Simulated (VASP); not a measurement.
A run of VASP 6.6.1 is set up as follows.

The input INCAR:

```
SYSTEM = MgB2
PREC = Accurate
ENCUT = 600
EDIFF = 1E-6
ISMEAR = -1
SIGMA = 0.1
LREAL = .FALSE.
LASPH = .TRUE.
NELM = 120
ALGO = Normal
ISIF = 2
LWAVE = .FALSE.
LCHARG = .FALSE.
GGA = PE
NBANDS = 11
GGA_COMPAT = .FALSE.
```

File KPOINTS:

```
regular mesh
0
G
  8 8 6
  0 0 0
```

POSCAR

```
MgB2
1.0
    1.5375000000     -2.6630281166      0.0000000000
    1.5375000000      2.6630281166      0.0000000000
    0.0000000000      0.0000000000      3.5250000000
Mg B
1 2
Direct
    0.0000000000      0.0000000000      0.0000000000
    0.3333333333      0.6666666667      0.5000000000
    0.6666666667      0.3333333333      0.5000000000
```

Potentials or basis: VASP PAW PBE potentials, release 64 (Mg, B).

Launch:

```bash
$ cat potpaw_PBE.64/Mg/POTCAR potpaw_PBE.64/B/POTCAR > POTCAR
$ mpirun -np 1 vasp_std > vasp.out
```

What does it give for the band gap on the k mesh?

Zero (band 4 reaches 6.39 eV, above the bottom of band 5 at 3.87 eV).

Predict the pressure.

-0.1 GPa.

Stress tensor (GPa, compression positive):
```
 0.35  0.00  0.00
 0.00  0.35  0.00
 0.00  0.00 -1.00
```
